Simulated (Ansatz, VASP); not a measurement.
# One calculation of Ge, two programs

The input INCAR:

```
  ALGO = Normal
  EDIFF = 1E-6
  ENCUT = 520
  GGA_COMPAT = F
  ISIF = 2
  ISMEAR = -1
  LASPH = T
  LCHARG = F
  LORBIT = 11
  LORBMOM = T
  LREAL = F
  LSORBIT = T
  LWAVE = F
  MAGMOM = 0 0 0 0 0 0 0 0 0 0 0 0
  NBANDS = 70
  NELM = 150
  PREC = Accurate
  SIGMA = 0.05
```

The input KPOINTS:

```
k-points
0
Gamma
  6 6 3
```

The input POSCAR:

```
Ge
1.0
    3.9975858431      0.0000000000      0.0000000000
   -1.9987929216      3.4620108940      0.0000000000
    0.0000000000      0.0000000000      6.5993779500
Ge
4
Direct
    0.3333333333      0.6666666667      0.9370987500
    0.6666666667      0.3333333333      0.4370987500
    0.3333333333      0.6666666667      0.5629012500
    0.6666666667      0.3333333333      0.0629012500
```

input.yaml

```yaml
crystal:
  lattice:
    - [3.9975858431, 0.0, 0.0]
    - [-1.9987929216, 3.462010894, 0.0]
    - [0.0, 0.0, 6.59937795]
  atoms:
    - { symbol: Ge, position: [0.3333333333, 0.6666666667, 0.93709875] }
    - { symbol: Ge, position: [0.6666666667, 0.3333333333, 0.43709875] }
    - { symbol: Ge, position: [0.3333333333, 0.6666666667, 0.56290125] }
    - { symbol: Ge, position: [0.6666666667, 0.3333333333, 0.06290125] }
hamiltonian:
  xc: lda
  pseudopotentials: { kind: paw_fr }
magnetization:
  noncollinear: true
  spin_orbit: true
kpoints:
  mp_grid: { grid: [6, 6, 3] }
  band_path:
    path:
      - [[0.0, 0.0, 0.0], [0.5, 0.0, 0.0], [0.3333333333, 0.3333333333, 0.0], [0.0, 0.0, 0.0], [0.0, 0.0, 0.5], [0.5, 0.0, 0.5], [0.3333333333, 0.3333333333, 0.5], [0.0, 0.0, 0.5]]
      - [[0.5, 0.0, 0.5], [0.5, 0.0, 0.0]]
      - [[0.3333333333, 0.3333333333, 0.0], [0.3333333333, 0.3333333333, 0.5]]
    npoints: 14
scf:
  occupations: { method: fermi_dirac, width: 0.05 }
  n_extra_bands: 10
output:
  forces: true
  stress: true
  eigenvalues: true
  fatbands: true
  write_density: true
  write_potential: true
  elf: true
  volumetric_format: npy
```

Alike in both runs: functional LDA; k mesh 6 × 6 × 3; occupations fermi-dirac, width 0.05 eV; non-collinear spin, spin-orbit coupling.

|  | VASP | Ansatz |
| --- | --- | --- |
| version | VASP 6.6.1 | Ansatz 0.2.0 |
| potentials or method | VASP PAW LDA potentials, release 64 (Ge_d) | Ansatz PAW |
| plane-wave cutoff (eV) | 520 | 420 |
| valence electrons in the cell | 56 | 56 |
| task | single point | band structure |

|  | VASP | Ansatz | Ansatz less VASP |
| --- | --- | --- | --- |
| pressure (GPa) | -1.7 | -1.8 | -0.12 |
| traceless stress, the component that is largest in VASP (GPa) | -0.32 | -0.32 | 0.000 |

LDA's correlation is that of Perdew and Zunger in VASP and of Perdew and Wang (1992) in Ansatz.
